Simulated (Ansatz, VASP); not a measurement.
# One calculation of GaMo, two programs

INCAR

```
SYSTEM = GaMo
  PREC = Accurate
  ENCUT = 600
  EDIFF = 1E-6
  ISMEAR = 0
  SIGMA = 0.2
  LREAL = .FALSE.
  LASPH = .TRUE.
  NELM = 80
  ALGO = Normal
  ISIF = 3
  LWAVE = .FALSE.
  LCHARG = .FALSE.
  GGA = PE
  IBRION = 2
  NSW = 36
  EDIFFG = -0.08
```

The input KPOINTS:

```
Automatic mesh
0
G
  6 6 6
  0 0 0
```

The input POSCAR:

```
GaMo
1.0
    3.3784328200      0.0000000000      0.0000000000
    0.0000000000      3.3784328200      0.0000000000
    0.0000000000      0.0000000000      3.3784328200
Ga Mo
1 1
Direct
    0.0000000000      0.0000000000      0.0000000000
    0.5000000000      0.5000000000      0.5000000000
```

Input for Ansatz:

```yaml
crystal:
  lattice:
    - [3.37843282, 0.0, 0.0]
    - [0.0, 3.37843282, 0.0]
    - [0.0, 0.0, 3.37843282]
  atoms:
    - { symbol: Ga, position: [0.0, 0.0, 0.0] }
    - { symbol: Mo, position: [0.5, 0.5, 0.5] }
basis:
  ecutwfc: 420
kpoints:
  mp_grid: { grid: [6, 6, 6] }
hamiltonian:
  xc: pbe
scf:
  occupations: { method: gaussian, width: 0.2 }
  lower_state_search: "off"
output:
  forces: true
  stress: true
  eigenvalues: true
relax:
  adjacent_minimum: "off"
  f_tol: 0.08
  max_steps: 16
  cell: { stress_tol: 0.8 }
```

Change from the starting cell: species swapped into the MgSn type (Pm-3m, No. 221).

Alike in both runs: task relaxation of cell and atoms; functional PBE; k mesh 6 × 6 × 6; occupations gaussian, width 0.2 eV; no spin polarisation.

```csv
,VASP,Ansatz
version,VASP 6.6.1,Ansatz 0.2.0
potentials or method,"VASP PAW PBE potentials, release 64 (Ga_d, Mo_sv), cutoff 600 eV","scalar-relativistic, plane waves, PAW"
valence electrons in the cell,27,27
```

|  | VASP | Ansatz | Ansatz less VASP |
| --- | --- | --- | --- |
| gap on the k mesh at the Fermi level, each at its own relaxed structure (eV) | none | none | - |
| relaxed volume (Å³/atom) | 15.29 | 15.25 | -0.039 |
| relaxed length of the cell vector where the two differ most in proportion (Å) | 3.127 | 3.125 | -0.0027 |

A gap of «none» marks a metal or a gap that the smearing closes.

Noted on VASP's run: the volume moved by over 15 % at a fixed basis, so the end points are rough.
